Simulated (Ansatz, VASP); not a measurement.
## Two plane-wave programs on K4Ti2Be

Contents of INCAR:

```
ALGO = Normal
EDIFF = 1E-6
ENCUT = 520
GGA = PE
ISIF = 2
ISMEAR = 0
LASPH = T
LCHARG = F
LREAL = F
LWAVE = F
NBANDS = 40
NELM = 100
PREC = Accurate
SIGMA = 0.1269
```

File KPOINTS:

```
k-points
0
Gamma
  4 4 4
```

The input POSCAR:

```
K4Ti2Be
1.0
    2.8010070000      4.8514860000      0.0000000000
   -2.8010070000      4.8514860000      0.0000000000
    0.0000000000     -3.2343210000      8.4808770000
Be K Ti
1 4 2
Direct
    0.0000000000      0.0000000000      0.0000000000
    0.3761500000      0.3761500000      0.1284500000
    0.6238500000      0.6238500000      0.8715500000
    0.2083300000      0.2083300000      0.6249900000
    0.7916700000      0.7916700000      0.3750100000
    0.0798500000      0.0798500000      0.2395500000
    0.9201500000      0.9201500000      0.7604500000
```

Input for Ansatz:

```yaml
crystal:
  lattice:
    - [2.801007, 4.851486, 0.0]
    - [-2.801007, 4.851486, 0.0]
    - [0.0, -3.234321, 8.480877]
  atoms:
    - { symbol: Be, position: [0.0, 0.0, 0.0] }
    - { symbol: K, position: [0.37615, 0.37615, 0.12845] }
    - { symbol: K, position: [0.62385, 0.62385, 0.87155] }
    - { symbol: Ti, position: [0.07985, 0.07985, 0.23955] }
    - { symbol: Ti, position: [0.92015, 0.92015, 0.76045] }
    - { symbol: K, position: [0.20833, 0.20833, 0.62499] }
    - { symbol: K, position: [0.79167, 0.79167, 0.37501] }
  symmetry: { tolerance: 0.0003 }
kpoints:
  mp_grid: { grid: [4, 4, 4], shift: [0, 0, 0] }
magnetization:
  spin_polarized: false
scf:
  occupations: { method: gaussian, width: 0.1269 }
hamiltonian:
  pseudopotentials: { kind: paw }
  xc: pbe
basis:
  ecutwfc: 420
output:
  forces: true
  stress: true
  eigenvalues: true
  write_density: true
  write_potential: true
  elf: true
  volumetric_format: npy
```

Alike in both runs: task single point; functional PBE; k mesh 4 × 4 × 4; occupations gaussian, width 0.1269 eV; no spin polarisation.

```csv
,VASP,Ansatz
version,VASP 6.6.1,Ansatz 0.2.0
potentials or method,"VASP PAW PBE potentials, release 64 (Be, K_sv, Ti_sv), cutoff 520 eV",PAW plane waves
valence electrons in the cell,62,62
```

VASP gave:

| Quantity | Value |
| --- | --- |
| gap on the k mesh at the Fermi level (eV) | none |
| pressure (GPa) | 5.9 |
| rms of the force components (eV/Å) | 0.525 |

Which values does Ansatz return?

gap on the k mesh at the Fermi level (eV): none; pressure (GPa): 5.9; rms of the force components (eV/Å): 0.523.

A gap of «none» marks a metal or a gap that the smearing closes. Ansatz's warnings: structure snapped to symmetry.
